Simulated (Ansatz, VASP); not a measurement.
# As: VASP beside Ansatz

```xyz
1
Lattice="-1.6887 1.6887 1.6887 1.6887 -1.6887 1.6887 1.6887 1.6887 -1.6887" Properties=species:S:1:pos:R:3 pbc="T T T"
As    0.0000    0.0000    0.0000
```

Alike in both runs: task single point; functional LDA; k mesh 15 × 15 × 15; occupations fermi-dirac, width 0.1 eV; no spin polarisation.

```csv
,VASP,Ansatz
version,VASP 6.6.1,Ansatz 0.2.0
potentials or method,"VASP PAW LDA potentials, release 64 (As), cutoff 520 eV","plane waves (420 eV) with PAW, scalar-relativistic"
valence electrons in the cell,5,15
```

|  | VASP | Ansatz | Ansatz less VASP |
| --- | --- | --- | --- |
| pressure (GPa) | -6.1 | -6.2 | -0.16 |

Ansatz warns that its potentials were made for another functional, while VASP's fit it. LDA's correlation is that of Perdew and Zunger in VASP and of Perdew and Wang (1992) in Ansatz. VASP's potentials hold 5 valence electrons a cell and Ansatz's 15, so a difference there can come from the potentials and not from the codes.
